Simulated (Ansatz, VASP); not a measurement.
AlRu: VASP beside Ansatz

INCAR

```
SYSTEM = AlRu
PREC     = Accurate       ! precision mode
ENCUT    = 520            ! plane-wave cutoff, eV
EDIFF    = 1E-7           ! SCF threshold, eV
ISMEAR   = -1             ! smearing method
SIGMA    = 0.05           ! smearing width, eV
LREAL    = .FALSE.        ! projectors in reciprocal space
LASPH    = .TRUE.         ! aspherical terms in the spheres
NELM     = 60             ! most SCF steps
ALGO     = Normal         ! electronic algorithm
ISIF     = 2              ! what is computed and relaxed
LWAVE    = .FALSE.        ! write WAVECAR
LCHARG   = .FALSE.        ! write CHGCAR
NBANDS   = 16             ! bands
```

KPOINTS

```
regular mesh
0
G
  14 14 14
  0 0 0
```

File POSCAR:

```
AlRu
1.0
    0.0000000000      2.1913107830      2.1913107830
    2.1913107830      0.0000000000      2.1913107830
    2.1913107830      2.1913107830      0.0000000000
Ru Al
1 1
Direct
    0.0000000000      0.0000000000      0.0000000000
    0.5000000000      0.5000000000      0.5000000000
```

Input for Ansatz:

```yaml
crystal:
  lattice:
    - [0.0, 2.191310783, 2.191310783]
    - [2.191310783, 0.0, 2.191310783]
    - [2.191310783, 2.191310783, 0.0]
  atoms:
    - { symbol: Ru, position: [0.0, 0.0, 0.0] }
    - { symbol: Al, position: [0.5, 0.5, 0.5] }
kpoints:
  mp_grid: { grid: [14, 14, 14] }
scf:
  occupations: { method: fermi_dirac, width: 0.05 }
hamiltonian:
  xc: lda
  pseudopotentials: { kind: paw }
output:
  forces: true
  stress: true
  eigenvalues: true
  populations: true
  write_density: true
  write_potential: true
  elf: true
  volumetric_format: npy
```

Change from the starting cell: volume scaled by 0.72, PAW files.

Alike in both runs: task single point; functional LDA; k mesh 14 × 14 × 14; occupations fermi-dirac, width 0.05 eV; no spin polarisation.

|  | VASP | Ansatz |
| --- | --- | --- |
| version | VASP 6.6.1 | Ansatz 0.2.0 |
| potentials or method | VASP PAW LDA potentials, release 64 (Ru_pv, Al) | PAW with Ansatz's default frozen-core files, scalar-relativistic |
| plane-wave cutoff (eV) | 520 | 420 |
| valence electrons in the cell | 17 | 19 |

Ansatz gave:

| Property | Result |
| --- | --- |
| pressure (GPa) | 108.2 |

Task: Estimate VASP's values.

Result: Pressure (GPa): 110.2.

LDA's correlation is that of Perdew and Zunger in VASP and of Perdew and Wang (1992) in Ansatz. Both programs put the cell under a high pressure, so it lies far from rest at this level. VASP's potentials hold 17 valence electrons a cell and Ansatz's 19, so a difference there can come from the potentials and not from the codes.

Noted on VASP's run: the cell as given lies far from equilibrium.
